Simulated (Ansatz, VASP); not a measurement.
**KF: VASP beside Ansatz**

```
K F
1.0
     0.00000    2.71054    2.71054
     2.56823    0.00000    2.71054
     2.56823    2.71054    0.00000
K F
1 1
Direct
  0.00000 0.00000 0.00000
  0.50000 0.50000 0.50000
```

Change from the starting cell: normal strain along x -0.0525, normal strain along z +0.0000.

Alike in both runs: task single point; functional PBE; k mesh 8 × 8 × 8; occupations gaussian, width 0.05 eV; no spin polarisation.

|  | VASP | Ansatz |
| --- | --- | --- |
| version | VASP 6.6.1 | Ansatz 0.2.0 |
| potentials or method | VASP PAW PBE potentials, release 64 (K_sv, F), cutoff 520 eV | scalar-relativistic, plane waves, PAW |
| valence electrons in the cell | 16 | 16 |

|  | VASP | Ansatz | Ansatz less VASP |
| --- | --- | --- | --- |
| gap on the k mesh at the Fermi level (eV) | 6.14 | 6.16 | +0.017 |
| least direct gap on the mesh (eV) | 6.14 | 6.16 | +0.017 |
| pressure (GPa) | 2.1 | 2.1 | -0.06 |
| traceless stress, the component that is largest in VASP (GPa) | 2.53 | 2.43 | -0.095 |

The functional is the same, so the differences come from potentials, cutoffs and numerics.
